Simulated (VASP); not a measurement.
LiH, 2 atoms in the cell. The structure is cubic, space group Pm-3m (No. 221). Conventional cell: a = 2.502 Å, b = 2.502 Å, c = 2.502 Å, α = 90.00°, β = 90.00°, γ = 90.00°. Li (site symmetry m-3m) has 8 H at 2.17 Å and 6 Li at 2.50 Å within 2.9 Å. H (site symmetry m-3m) has 8 Li at 2.17 Å and 6 H at 2.50 Å within 2.9 Å. 

```yaml
Program: VASP 6.6.1
Task: single point
Functional: PBE-based screened hybrid
Potentials_or_basis: VASP PAW PBE potentials, release 64 (Li_sv, H)
Cutoff: 520 eV
k_mesh: 4 × 4 × 4
Occupations: gaussian, width 0.01 eV
Spin: no spin polarisation
Dipole_correction: no
Grid_for_exact_exchange_PRECFOCK: Normal
Share_of_exact_exchange: 0.1
Further_INCAR_settings: ALGO = Normal; EDIFF = 1e-06; NBANDS = 9
Screening_parameter: 0.1 1/Å
```

Potentials or basis: VASP PAW PBE potentials, release 64 (Li_sv, H).

Launch:

```sh
$ cat potpaw_PBE.64/Li_sv/POTCAR potpaw_PBE.64/H/POTCAR > POTCAR
$ cp INCAR.step1 INCAR
$ mpirun -np 1 vasp_std > vasp.out
$ cp INCAR.step2 INCAR
$ mpirun -np 1 vasp_std > vasp.out
```

Hardware: 1 thread of Intel(R) Xeon(R) 6975P-C (Granite Rapids), on a shared host.

Question: Estimate the wall time of this run.

Answer: Run time: 5.7 s on 1 thread of Intel(R) Xeon(R) 6975P-C (Granite Rapids), on a shared host, peak memory 0.21 GiB. Counts: k points 10.
